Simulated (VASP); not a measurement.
Here is a VASP 6.6.1 calculation.

File INCAR:

```
SYSTEM = K
PREC = Accurate
ENCUT = 520
EDIFF = 1E-6
ISMEAR = -1
SIGMA = 0.1
LREAL = .False.
LASPH = .True.
NELM = 100
ALGO = Normal
ISIF = 2
LWAVE = .False.
LCHARG = .False.
GGA = PS
NBANDS = 10
```

Contents of KPOINTS:

```
regular mesh
0
Gamma
  11 11 11
  0 0 0
```

File POSCAR:

```
K
1.0
    0.0000000000      2.6125014308      2.6125014308
    2.6125014308      0.0000000000      2.6125014308
    2.6125014308      2.6125014308      0.0000000000
K
1
Direct
    0.0000000000      0.0000000000      0.0000000000
```

Potentials or basis: VASP PAW PBE potentials, release 64 (K_sv).

The run is started by

```sh
$ cat potpaw_PBE.64/K_sv/POTCAR > POTCAR
$ mpirun -np 1 vasp_std > vasp.out
```

(1) Estimate the pressure.

## Answers

(1) 8.8 GPa.

Caveat: the PAW data sets were made with another functional, which shifts forces and pressure a little.
